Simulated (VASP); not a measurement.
Write the native input for VASP 6.6.1 that does the following.

| Quantity | Value |
| --- | --- |
| Task | single point |
| Functional | PBE |
| Potentials or basis | VASP PAW PBE potentials, release 64 (Ti_sv, C, O, F) |
| Cutoff | 520 eV |
| k mesh | 5 × 5 × 1 |
| Occupations | gaussian, width 0.05 eV |
| Spin | no spin polarisation |
| Dipole correction | yes |
| Further INCAR settings | LREAL = Auto; ALGO = Normal; EDIFF = 1e-07; NBANDS = 135 |

The structure of Ti6C4OF3 lies in POSCAR:

```
Ti6C4OF3
1.0
    6.1204244839      0.0002935648      0.0000000000
   -3.0599580074      5.3005898674      0.0000000000
    0.0000000000      0.0000000000     37.9999999952
Ti C O F
12 8 2 6
Direct
   -0.0009340930      0.0009340930      0.3296385999
    0.3187931263      0.1593835423      0.3939600779
    0.1812068737      0.3406164577      0.2665662380
   -0.0023526824      0.4976473176      0.3302631579
    0.3332409570      0.6667590430      0.3928433131
    0.1667590430      0.8332409570      0.2676830027
    0.5023526824      0.0023526824      0.3302631579
    0.8400695028      0.1599304972      0.3938795146
    0.6599304972      0.3400695028      0.2666468013
    0.5009340930      0.4990659070      0.3308877160
    0.8406164577      0.6812068737      0.3939600779
    0.6593835423      0.8187931263      0.2665662380
    0.1662444779      0.3336538982      0.3638694274
    0.3337555221      0.1663461018      0.2966568885
    0.1668603530      0.8331396470      0.3638276597
    0.3331396470      0.6668603530      0.2966986562
    0.6671834863      0.3328165137      0.3647500516
    0.8328165137      0.1671834863      0.2957762642
    0.6663461018      0.8337555221      0.3638694274
    0.8336538982      0.6662444779      0.2966568885
    0.0007826329     -0.0007826329      0.4215348276
    0.4992173671      0.5007826329      0.2389914883
    0.0030253004     -0.0030253004      0.2351236518
    0.0069622700      0.5036827976      0.4254824877
    0.0036827976      0.5069622700      0.2350438281
    0.4963172024     -0.0069622700      0.4254824877
    0.4930377300     -0.0036827976      0.2350438281
    0.4969746996      0.5030253004      0.4254026640
```

One way to write it, as run:

INCAR

```
SYSTEM = Ti6C4OF3
PREC = Accurate
ENCUT = 520
EDIFF = 1E-7
ISMEAR = 0
SIGMA = 0.05
LREAL = Auto
LASPH = .TRUE.
NELM = 80
ALGO = Normal
ISIF = 2
LWAVE = .FALSE.
LCHARG = .FALSE.
LDIPOL = .TRUE.
IDIPOL = 3
DIPOL = 0.5 0.5 0.330
GGA = PE
NBANDS = 135
KPAR = 4
```

KPOINTS

```
Automatic mesh
0
G
  5 5 1
  0 0 0
```

Potentials or basis: VASP PAW PBE potentials, release 64 (Ti_sv, C, O, F).

The run is started by

```bash
$ cat potpaw_PBE.64/Ti_sv/POTCAR potpaw_PBE.64/C/POTCAR potpaw_PBE.64/O/POTCAR potpaw_PBE.64/F/POTCAR > POTCAR
$ mpirun -np 4 vasp_std > vasp.out
```

It gave:

```json
{
  "Largest force": "0.059 eV/Å",
  "Band gap on the k mesh": "zero (bands 115 and 116 overlap by 0.24 eV)"
}
```

It took 36 min on 4 MPI ranks on Intel(R) Xeon(R) Platinum 8375C CPU @ 2.90GHz (Ice Lake), with other jobs on the host, peak memory 1.9 GiB a rank.
